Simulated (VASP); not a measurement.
# CuO: relaxation of cell and atoms with PBE

CuO:

```
Cu O
1.0
     2.89122    0.00000    0.00000
    -1.44561    2.50387    0.00000
     0.00000    0.00000    2.81994
Cu O
1 1
Direct
  0.00000 0.00000 0.00000
  0.66667 0.33333 0.50000
```

```json
{
  "Program": "VASP 6.6.1",
  "Task": "relaxation of cell and atoms",
  "Functional": "PBE",
  "Potentials or basis": "VASP PAW PBE potentials, release 64 (Cu, O)",
  "Cutoff": "600 eV",
  "k mesh": "6 × 6 × 6",
  "Occupations": "gaussian, width 0.1 eV",
  "Spin": "collinear spin, ferromagnetic start",
  "Starting moments": "[0.48, 0.42] μB",
  "Dipole correction": "no",
  "Further INCAR settings": "ALGO = Normal; EDIFF = 1e-07; IBRION = 2; EDIFFG = -0.04; NSW = 90; ISIF = 3"
}
```

* Relaxed volume: 9.74 Å³/atom
* Relaxed cell: a = 2.890 Å, b = 2.890 Å, c = 2.694 Å, α = 90.00°, β = 90.00°, γ = 120.00°
* Space group after relaxing (to 0.1 Å): P-6m2 (No. 187)
* Energy gained by relaxing: 22.5 meV/atom
* Ionic steps: 5
* Pressure after relaxing: 0.1 GPa
* Net moment: 0.71 μB per cell
* Site moments: Cu +0.38; O +0.30 μB
* Valence electrons inside the program's atomic spheres: Cu 9.77; O 4.90

Step by step:
| step | energy change (eV) | largest force (eV/Å) | pressure (GPa) | volume (Å³) |
| --- | --- | --- | --- | --- |
| 1 | 0.0000 | 0.0000 | -7.77 | 20.41 |
| 2 | -0.0379 | 0.0000 | 4.23 | 18.98 |
| 3 | -0.0414 | 0.0000 | 1.19 | 19.28 |
| 4 | -0.0445 | 0.0000 | 0.44 | 19.41 |
| 5 | -0.0450 | 0.0000 | 0.05 | 19.48 |

Final structure:
```
Cu O
1.0
     2.88964    0.00000    0.00000
    -1.44482    2.50250    0.00000
     0.00000    0.00000    2.69368
Cu O
1 1
Direct
  0.00000 0.00000 0.00000
  0.66667 0.33333 0.50000
```

Levels at points of the mesh, in eV from the Fermi level:
Spin up:
| k point | band 7 | band 8 | band 9 | band 10 | band 11 | band 12 |
| --- | --- | --- | --- | --- | --- | --- |
| (0.00, 0.00, 0.00) | -2.05 | -0.42 | -0.42 | 0.94 | 15.48 | 15.77 |
| (0.50, 0.00, 0.00) | -1.57 | -1.47 | -0.04 | 5.93 | 8.46 | 15.42 |
| (0.00, 0.00, 0.50) | -1.48 | -0.57 | -0.57 | 7.18 | 7.19 | 20.35 |
| (0.50, 0.00, 0.50) | -1.51 | -1.49 | 0.18 | 5.20 | 10.96 | 11.55 |
Spin down:
```
           k point  band 4  band 5  band 6  band 7  band 8  band 9  band 10  band 11  band 12
(0.00, 0.00, 0.00)   -3.09   -2.01   -1.43   -1.43    0.08    0.08     1.10    15.52    15.83
(0.50, 0.00, 0.00)   -2.85   -2.84   -1.52   -1.24   -1.10    0.60     6.02     8.80    15.48
(0.00, 0.00, 0.50)   -3.08   -2.05   -2.05   -1.22    0.06    0.06     7.29     7.47    20.41
(0.50, 0.00, 0.50)   -4.11   -1.66   -1.32   -1.22   -0.89    0.85     5.26    11.08    11.76
```

Wall time 29 s on 1 thread of Intel(R) Xeon(R) 6975P-C (Granite Rapids) (shared host), peak memory 0.16 GiB.

Caveat: the k points lie up to 0.42 Å⁻¹ apart in the final cell; a cell with one magnetic atom can't hold antiferromagnetic order, which such compounds often take; semilocal functionals often make such compounds metallic where correlation or magnetic order opens a gap, which also shifts bond lengths. With open d or f shells a metallic result of PBE can be an artefact of self-interaction; +U or a hybrid may open a gap.
